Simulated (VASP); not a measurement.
Set up this calculation in VASP 6.6.1, as the native input.

```yaml
Task: relaxation of shape and atoms at fixed volume
Functional: PBE
Dispersion: D3(BJ)
Potentials_or_basis: VASP PAW PBE potentials, release 64 (C)
Cutoff: 600 eV
k_mesh: 14 × 14 × 8
Occupations: gaussian, width 0.01 eV
Spin: no spin polarisation
Dipole_correction: no
Further_INCAR_settings: ALGO = Normal; EDIFF = 1e-07; IBRION = 2; EDIFFG = -0.001; NSW = 80; ISIF = 4
```

The structure of C lies in POSCAR:

```
C
1.0
    2.1488100015     -1.2406258769     -0.0110475458
    2.1488100015      1.2406258769     -0.0110475458
   -1.4111827227      0.0000000000      3.4029054249
C
2
Direct
    0.8333721111      0.8333721111      0.0001159981
    0.1666278889      0.1666278889      0.9998840019
```

The input as run:

INCAR

```
SYSTEM = C
PREC     = Accurate       ! precision mode
ENCUT    = 600            ! plane-wave cutoff, eV
EDIFF    = 1E-7           ! SCF threshold, eV
ISMEAR   = 0              ! smearing method
SIGMA    = 0.01           ! smearing width, eV
LREAL    = .False.        ! projectors in reciprocal space
LASPH    = .True.         ! aspherical terms in the spheres
NELM     = 100            ! most SCF steps
ALGO     = Normal         ! electronic algorithm
ISIF     = 4              ! what is computed and relaxed
LWAVE    = .False.        ! write WAVECAR
LCHARG   = .False.        ! write CHGCAR
GGA      = PE             ! functional
IVDW     = 12             ! dispersion correction
IBRION   = 2              ! ionic algorithm
NSW      = 80             ! ionic steps
EDIFFG   = -0.001         ! ionic threshold
```

KPOINTS

```
Automatic mesh
0
Gamma
  14 14 8
  0 0 0
```

Potentials or basis: VASP PAW PBE potentials, release 64 (C).

Command:

```console
$ cat potpaw_PBE.64/C/POTCAR > POTCAR
$ mpirun -np 1 vasp_std > vasp.out
```

Results of the run:

```json
{
  "Energy gained by relaxing": "2.5 meV/atom",
  "Ionic steps": "11",
  "Pressure after relaxing": "-0.8 GPa",
  "Dispersion energy per atom": "-0.152 eV"
}
```

Wall time 2.6 min on 1 thread of Intel(R) Xeon(R) Platinum 8488C (Sapphire Rapids), with other jobs on the host, peak memory 0.19 GiB.
